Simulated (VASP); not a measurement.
Li2O, 3 atoms in the cell. The structure is cubic, space group Fm-3m (No. 225). Conventional cell: a = 4.700 Å, b = 4.700 Å, c = 4.700 Å, α = 90.00°, β = 90.00°, γ = 90.00°. Within 2.7 Å of Li (site symmetry -43m) lie 4 O at 2.04 Å and 6 Li at 2.35 Å. Within 2.7 Å of O (site symmetry m-3m) lie 8 Li at 2.04 Å. 

- Program: VASP 6.6.1
- Task: single point
- Functional: PBE
- Potentials or basis: VASP PAW PBE potentials, release 64 (Li_sv, O)
- Cutoff: 750 eV
- k mesh: 6 × 6 × 6
- Occupations: gaussian, width 0.01 eV
- Spin: no spin polarisation
- Dipole correction: no
- Further INCAR settings: ALGO = Normal; EDIFF = 1e-06; NBANDS = 13

Potentials or basis: VASP PAW PBE potentials, release 64 (Li_sv, O).

Command:

```console
$ cat potpaw_PBE.64/Li_sv/POTCAR potpaw_PBE.64/O/POTCAR > POTCAR
$ mpirun -np 1 vasp_std > vasp.out
```

Hardware: 1 thread of Intel(R) Xeon(R) Platinum 8488C (Sapphire Rapids), on a shared host.

Q: How long does it take, and how much memory?

A: Wall time 8.7 s on 1 thread of Intel(R) Xeon(R) Platinum 8488C (Sapphire Rapids), with other jobs on the host, peak memory 0.15 GiB. Counts: scf iterations 13, k points 16.
